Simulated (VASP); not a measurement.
Set up this calculation in VASP 6.6.1, as the native input.

| Property | Result |
| --- | --- |
| Task | single point |
| Functional | r2SCAN |
| Potentials or basis | VASP PAW PBE potentials, release 64 (Zn) |
| Cutoff | 520 eV |
| k mesh | 14 × 14 × 7 |
| Occupations | methfessel-paxton, width 0.03 eV |
| Spin | no spin polarisation |
| Dipole correction | no |
| Further INCAR settings | ALGO = Normal; EDIFF = 1e-07; NBANDS = 19 |

The system is Zn.

```xyz
2
Lattice="2.6187 0.0000 0.0000 -1.3094 2.2679 0.0000 0.0000 0.0000 4.8389" Properties=species:S:1:pos:R:3 pbc="T T T"
Zn    0.0000    1.5119    1.2097
Zn    1.3094    0.7560    3.6292
```

The input as run:

POSCAR

```
Zn
1.0
    2.6187264646      0.0000000000      0.0000000000
   -1.3093632323      2.2678836439      0.0000000000
    0.0000000000      0.0000000000      4.8388970683
Zn
2
Direct
    0.3333333333      0.6666666667      0.2500000000
    0.6666666667      0.3333333333      0.7500000000
```

INCAR.step1

```
ALGO = Normal
EDIFF = 1E-4
ENCUT = 520
GGA = PE
ISMEAR = 1
LASPH = True
LCHARG = False
LREAL = False
LWAVE = True
NBANDS = 19
NELM = 60
PREC = Accurate
SIGMA = 0.03
```

INCAR.step2

```
ALGO = Normal
EDIFF = 1E-7
ENCUT = 520
ISIF = 2
ISMEAR = 1
ISTART = 1
LASPH = True
LCHARG = True
LELF = True
LMIXTAU = True
LREAL = False
LVHAR = True
LWAVE = False
METAGGA = R2SCAN
NBANDS = 19
NELM = 60
PREC = Accurate
SIGMA = 0.03
```

KPOINTS

```
k-points
0
Gamma
  14 14 7
```

Potentials or basis: VASP PAW PBE potentials, release 64 (Zn).

Launch:

```bash
$ cat potpaw_PBE.64/Zn/POTCAR > POTCAR
$ cp INCAR.step1 INCAR
$ mpirun -np 1 vasp_std > vasp.out
$ cp INCAR.step2 INCAR
$ mpirun -np 1 vasp_std > vasp.out
```

It gave:

```yaml
Pressure: 0.5 GPa
Band_gap_on_the_k_mesh: zero (bands 12 and 13 overlap by 4.50 eV)
```

Caveat: the PAW data sets were made with another functional, which shifts forces and pressure a little.

Run time: 3 min on 1 thread of Intel(R) Xeon(R) 6975P-C (Granite Rapids) (shared host), peak memory 0.17 GiB.
